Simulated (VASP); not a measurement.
Write the native input for VASP 6.6.1 that does the following.

| Quantity | Value |
| --- | --- |
| Task | single point |
| Functional | PBE |
| Potentials or basis | VASP PAW PBE potentials, release 64 (Co) |
| Cutoff | 520 eV |
| k mesh | 24 × 24 × 12 |
| Occupations | gaussian, width 0.15 eV |
| Spin | collinear spin, ferromagnetic start |
| Starting moments | [0.55, 0.55] μB |
| Fixed moment | 1.1 μB |
| Dipole correction | no |
| Further INCAR settings | ALGO = Normal; EDIFF = 1e-06; NBANDS = 20 |

The structure of Co lies in POSCAR:

```
Co
1.0
    2.5607048027      0.0000000000      0.0000000000
   -1.2803524014      2.2176354108      0.0000000000
    0.0000000000      0.0000000000      4.1414337872
Co
2
Direct
    0.6666666667      0.3333333333      0.2500000000
    0.3333333333      0.6666666667      0.7500000000
```

The input as run:

INCAR

```
SYSTEM = Co
PREC = Accurate
ENCUT = 520
EDIFF = 1E-6
ISMEAR = 0
SIGMA = 0.15
LREAL = .False.
LASPH = .True.
NELM = 150
ALGO = Normal
ISIF = 2
LWAVE = .False.
LCHARG = .True.
ISPIN = 2
MAGMOM = 0.55 0.55
LORBIT = 11
NUPDOWN = 1.1
LMAXMIX = 4
GGA = PE
LELF = .True.
LVHAR = .True.
NBANDS = 20
```

KPOINTS

```
Automatic mesh
0
Gamma
  24 24 12
  0 0 0
```

Potentials or basis: VASP PAW PBE potentials, release 64 (Co).

Command:

```console
$ cat potpaw_PBE.64/Co/POTCAR > POTCAR
$ mpirun -np 1 vasp_std > vasp.out
```

Results of the run:

```yaml
Pressure: -23.0 GPa
Net_moment: 1.10 μB per cell
Site_moments: Co +0.57 μB
Valence_electrons_inside_the_program's_atomic_spheres: Co 8.13
```

Caveat: the cell stands under tension; the total moment is fixed, so each spin has its own Fermi level.

Run time: 2.5 min on 1 thread of AMD EPYC 9R45 (Zen 5) (shared host), peak memory 0.33 GiB.
